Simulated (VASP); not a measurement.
Os, 1 atom in the cell. The structure is cubic, space group Fm-3m (No. 225). Conventional cell: a = 3.807 Å, b = 3.807 Å, c = 3.807 Å, α = 90.00°, β = 90.00°, γ = 90.00°. Within 3.5 Å of Os (site symmetry m-3m) lie 12 Os at 2.69 Å. This isn't the form of Os at room conditions, which is hcp.

* Program: VASP 6.6.1
* Task: single point
* Functional: PBEsol
* Potentials or basis: VASP PAW PBE potentials, release 64 (Os)
* Cutoff: 600 eV
* k mesh: 10 × 10 × 10
* Occupations: methfessel-paxton, width 0.05 eV
* Spin: no spin polarisation
* Dipole correction: no
* Further INCAR settings: ALGO = Normal; EDIFF = 1e-06; NBANDS = 10

Potentials or basis: VASP PAW PBE potentials, release 64 (Os).

Launch:

```sh
$ cat potpaw_PBE.64/Os/POTCAR > POTCAR
$ mpirun -np 1 vasp_std > vasp.out
```

Hardware: 1 thread of AMD EPYC 9R45 96-Core Processor (Zen 5) (shared host).

Problem. Estimate the wall time of this run.

Solution. Run time: 5.4 s on 1 thread of AMD EPYC 9R45 96-Core Processor (Zen 5) (shared host), peak memory 0.11 GiB. Counts: scf iterations 12, k points 47.
